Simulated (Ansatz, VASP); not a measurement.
**C: VASP beside Ansatz**

```
C
1.0
     7.89123    0.00000    0.00000
    -3.94561    6.83400    0.00000
     0.00000    0.00000    2.46677
C
12
Direct
  0.89468 0.69682 0.75000
  0.80213 0.69682 0.25000
  0.19787 0.89468 0.25000
  0.80213 0.10532 0.75000
  0.10532 0.80213 0.75000
  0.69682 0.80213 0.25000
  0.30318 0.10532 0.25000
  0.19787 0.30318 0.75000
  0.10532 0.30318 0.25000
  0.69682 0.89468 0.75000
  0.89468 0.19787 0.25000
  0.30318 0.19787 0.75000
```

Alike in both runs: task relaxation of cell and atoms; functional PBE; k mesh 6 × 6 × 16; occupations gaussian, width 0.1 eV; no spin polarisation.

|  | VASP | Ansatz |
| --- | --- | --- |
| version | VASP 6.6.1 | Ansatz 0.2.0 |
| potentials or method | VASP PAW PBE potentials, release 64 (C), cutoff 600 eV | scalar-relativistic, plane waves, PAW |
| valence electrons in the cell | 48 | 48 |

|  | VASP | Ansatz | Ansatz less VASP |
| --- | --- | --- | --- |
| relaxed volume (Å³/atom) | 10.36 | 11.67 | +1.313 |
| relaxed length of the cell vector where the two differ most in proportion (Å) | 7.626 | 8.096 | +0.4693 |

One of these differences is far larger than is usual between the two programs; its cause wasn't traced.
